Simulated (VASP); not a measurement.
**ZnRe: single point with LDA**

The system is ZnRe.

```xyz
2
Lattice="2.7482 0.0000 0.0000 -1.3741 2.3800 0.0000 0.0000 0.0000 4.4941" Properties=species:S:1:pos:R:3 pbc="T T T"
Re    0.0000    1.5867    2.2470
Zn    0.0000    0.0000    0.0000
```

```json
{
  "Program": "VASP 6.6.1",
  "Task": "single point",
  "Functional": "LDA",
  "Potentials or basis": "VASP PAW LDA potentials, release 64 (Re, Zn)",
  "Cutoff": "520 eV",
  "k mesh": "11 × 11 × 6",
  "Occupations": "gaussian, width 0.1 eV",
  "Spin": "no spin polarisation",
  "Dipole correction": "no",
  "Further INCAR settings": "ALGO = Fast; EDIFF = 1e-06; NBANDS = 16"
}
```

```yaml
Pressure: -13.4 GPa
Band_gap_on_the_k_mesh: zero (an odd number of electrons rules out a gap without spin polarisation)
```

Levels at points of the mesh, in eV from the Fermi level:
```tsv
k point	band 8	band 9	band 10	band 11	band 12	band 13
(0.00, 0.00, 0.00)	-1.48	-1.23	-1.23	1.67	1.67	4.71
(0.00, 0.00, 0.50)	-3.10	-1.14	-1.14	1.60	1.60	9.58
```

It took 56 s on 1 thread of Intel Xeon 8259CL, on a shared host, peak memory 0.15 GiB.

Caveat: the cell stands under tension; spin-orbit coupling is left out, which moves the levels of the heavy elements.
